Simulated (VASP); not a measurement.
The system is TiO2.

```
CELL_PARAMETERS angstrom
2.70603 -2.70666 0.00000
2.70603 2.70666 0.00000
-2.63353 0.00000 4.79664
ATOMIC_POSITIONS crystal
Ti 0.13411 0.86589 0.25000
Ti 0.86589 0.13411 0.75000
O 0.33122 0.08876 0.66715
O 0.66878 0.91124 0.33285
O 0.91124 0.66878 0.83285
O 0.08876 0.33122 0.16715
```

Base run:

| Property | Result |
| --- | --- |
| Program | VASP 6.6.1 |
| Functional | PBEsol |
| Potentials or basis | VASP PAW PBE potentials, release 64 (Ti_sv, O) |
| Cutoff | 520 eV |
| k mesh | 6 × 6 × 4 |
| Occupations | gaussian, width 0.01 eV |
| Spin | no spin polarisation |

Its results: band gap on the k mesh 2.01 eV, indirect (least direct gap 2.34 eV); pressure -6.9 GPa; largest force 0.215 eV/Å.

Problem. The run is repeated on the same cell with these changes: k mesh from 6 × 6 × 4 to 3 × 3 × 3. What comes out?

Solution. Band gap on the k mesh 2.09 eV, indirect (least direct gap 2.35 eV); pressure -7.1 GPa; largest force 0.144 eV/Å.

Caveats: some runs use coarse meshes; the PAW data sets were made with another functional, which shifts forces and pressure a little.

A k mesh can miss the band edges.
